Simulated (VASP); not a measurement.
Input of a VASP 6.6.1 run:

Contents of INCAR:

```
SYSTEM = PbO
  PREC = Accurate
  ENCUT = 600
  EDIFF = 1E-6
  ISMEAR = -1
  SIGMA = 0.05
  LREAL = .FALSE.
  LASPH = .TRUE.
  NELM = 200
  ALGO = Normal
  ISIF = 2
  LWAVE = .FALSE.
  LCHARG = .FALSE.
  MAGMOM = 0 0 0 0 0 0 0 0 0 0 0 0
  LORBIT = 11
  LSORBIT = .TRUE.
  GGA_COMPAT = .FALSE.
  LORBMOM = .TRUE.
  GGA = PE
  NBANDS = 54
```

File KPOINTS:

```
Automatic mesh
0
G
  7 7 6
  0 0 0
```

File POSCAR:

```
PbO
1.0
    4.0682551615      0.0000000000      0.0000000000
    0.0000000000      4.0682551615      0.0000000000
    0.0000000000      0.0000000000      5.1082602403
Pb O
2 2
Direct
    0.5000000000      0.0000000000      0.7600000000
    0.0000000000      0.5000000000      0.2400000000
    0.5000000000      0.5000000000      0.0000000000
    0.0000000000      0.0000000000      0.0000000000
```

Potentials or basis: VASP PAW PBE potentials, release 64 (Pb_d, O).

Launch:

```bash
$ cat potpaw_PBE.64/Pb_d/POTCAR potpaw_PBE.64/O/POTCAR > POTCAR
$ mpirun -np 1 vasp_ncl > vasp.out
```

Task: What does it give for the largest force?

Result: 0.643 eV/Å.

Task: Predict the net moment.

Result: 0.00 μB per cell.

Task: Predict the pressure.

Result: -1.6 GPa.

Moments on the atoms (μB; x, y, z):
```
Pb  0.00 0.00 0.00
Pb  0.00 0.00 0.00
O   0.00 0.00 0.00
O   0.00 0.00 0.00
```
